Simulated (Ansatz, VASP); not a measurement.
This is a calculation of CdTe for VASP 6.6.1.

File INCAR:

```
PREC = Accurate
ENCUT = 520
EDIFF = 1E-6
ISMEAR = -1
SIGMA = 0.06
LREAL = F
LASPH = T
NELM = 100
ALGO = Normal
ISIF = 2
LWAVE = F
LCHARG = F
GGA = PE
NBANDS = 16
```

File KPOINTS:

```
regular mesh
0
Gamma
  4 4 4
```

File POSCAR:

```
CdTe
1.0
    0.0000000000      3.2050000000      3.2050000000
    3.2050000000      0.0000000000      3.2050000000
    3.2050000000      3.2050000000      0.0000000000
Te Cd
1 1
Direct
    0.7500000000      0.7500000000      0.7500000000
    0.0000000000      0.0000000000      0.0000000000
```

Potentials or basis: VASP PAW PBE potentials, release 64 (Te, Cd).

The run is started by

```console
$ cat potpaw_PBE.64/Te/POTCAR potpaw_PBE.64/Cd/POTCAR > POTCAR
$ mpirun -np 1 vasp_std > vasp.out
```

Question: Set up the same calculation for Ansatz 0.2.0. Potentials there: all-electron LAPW, scalar-relativistic.

Answer: As run (the cutoff follows the program's own potentials):

input.yaml

```yaml
crystal:
  lattice:
    - [0.0, 3.205, 3.205]
    - [3.205, 0.0, 3.205]
    - [3.205, 3.205, 0.0]
  atoms:
    - { symbol: Te, position: [0.75, 0.75, 0.75] }
    - { symbol: Cd, position: [0.0, 0.0, 0.0] }
kpoints:
  mp_grid: { grid: [4, 4, 4] }
scf:
  occupations: { method: fermi_dirac, width: 0.06 }
hamiltonian:
  xc: pbe
  pseudopotentials: { kind: all_electron, lapw: { basis_error: 0.002 } }
output:
  forces: true
  stress: true
  eigenvalues: true
```

Potentials or basis: all-electron LAPW, scalar-relativistic.

Launch:

```console
$ ansatz run input.yaml --threads 1 --pin off --max-ram 3072MiB --backend cpu --events-out ev --progress --plain --runs-dir out
```

Both were run:

|  | VASP | Ansatz | Ansatz less VASP |
| --- | --- | --- | --- |
| gap on the k mesh at the Fermi level (eV) | 0.86 | 0.86 | 0.000 |
| least direct gap on the mesh (eV) | 0.86 | 0.86 | 0.000 |
| pressure (GPa) | 4.7 | 4.5 | -0.14 |

Ansatz ran all-electron here, and VASP with PAW potentials.

The k mesh is coarse, so the values compare programs but aren't converged. Spin-orbit coupling is off throughout.
